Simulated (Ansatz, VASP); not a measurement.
## Two plane-wave programs on Hf3N

INCAR

```
SYSTEM = Hf3N
PREC = Accurate
ENCUT = 600
EDIFF = 1E-6
ISMEAR = 0
SIGMA = 0.1
LREAL = .FALSE.
LASPH = .TRUE.
NELM = 100
ALGO = Normal
ISIF = 3
LWAVE = .FALSE.
LCHARG = .FALSE.
GGA = PE
IBRION = 2
NSW = 100
EDIFFG = -0.01
```

File KPOINTS:

```
Automatic mesh
0
G
  6 6 8
  0 0 0
```

Contents of POSCAR:

```
Hf3N
1.0
    5.8027904253      0.0000000000      0.0000000000
   -2.9013952126      5.0253639211      0.0000000000
    0.0000000000      0.0000000000      4.8392862753
Hf N
6 2
Direct
    0.8292642781      0.6585285561      0.2500000000
    0.1707357219      0.8292642781      0.7500000000
    0.3414714439      0.1707357219      0.2500000000
    0.1707357219      0.3414714439      0.7500000000
    0.8292642781      0.1707357219      0.2500000000
    0.6585285561      0.8292642781      0.7500000000
    0.3333333333      0.6666666667      0.2500000000
    0.6666666667      0.3333333333      0.7500000000
```

Input for Ansatz:

```yaml
crystal:
  lattice:
    - [5.8027904253, 0.0, 0.0]
    - [-2.9013952126, 5.0253639211, 0.0]
    - [0.0, 0.0, 4.8392862753]
  atoms:
    - { symbol: Hf, position: [0.8292642781, 0.6585285561, 0.25] }
    - { symbol: Hf, position: [0.1707357219, 0.8292642781, 0.75] }
    - { symbol: Hf, position: [0.3414714439, 0.1707357219, 0.25] }
    - { symbol: Hf, position: [0.1707357219, 0.3414714439, 0.75] }
    - { symbol: Hf, position: [0.8292642781, 0.1707357219, 0.25] }
    - { symbol: Hf, position: [0.6585285561, 0.8292642781, 0.75] }
    - { symbol: "N", position: [0.3333333333, 0.6666666667, 0.25] }
    - { symbol: "N", position: [0.6666666667, 0.3333333333, 0.75] }
basis:
  ecutwfc: 420
kpoints:
  mp_grid: { grid: [6, 6, 8] }
hamiltonian:
  xc: pbe
scf:
  occupations: { method: gaussian, width: 0.1 }
output:
  forces: true
  stress: true
  eigenvalues: true
relax:
  adjacent_minimum: "off"
  f_tol: 0.01
  max_steps: 80
  cell: { stress_tol: 0.05 }
```

Alike in both runs: task relaxation of cell and atoms; functional PBE; k mesh 6 × 6 × 8; occupations gaussian, width 0.1 eV; no spin polarisation.

```csv
,VASP,Ansatz
version,VASP 6.6.1,Ansatz 0.2.0
potentials or method,"VASP PAW PBE potentials, release 64 (Hf_pv, N), cutoff 600 eV","scalar-relativistic, plane waves, PAW"
valence electrons in the cell,70,166
```

Ansatz gave:

| Item | Value |
| --- | --- |
| gap on the k mesh at the Fermi level, each at its own relaxed structure (eV) | none |
| relaxed volume (Å³/atom) | 17.60 |
| relaxed cell length with the largest relative difference (Å) | 5.745 |

Problem. Estimate VASP's values.

Solution. gap on the k mesh at the Fermi level, each at its own relaxed structure (eV): none; relaxed volume (Å³/atom): 17.48; relaxed cell length with the largest relative difference (Å): 5.729.

A gap of «none» marks a metal or a gap that the smearing closes. VASP's potentials hold 70 valence electrons a cell and Ansatz's 166, so a difference there can come from the potentials and not from the codes.

Spin-orbit coupling is off throughout.
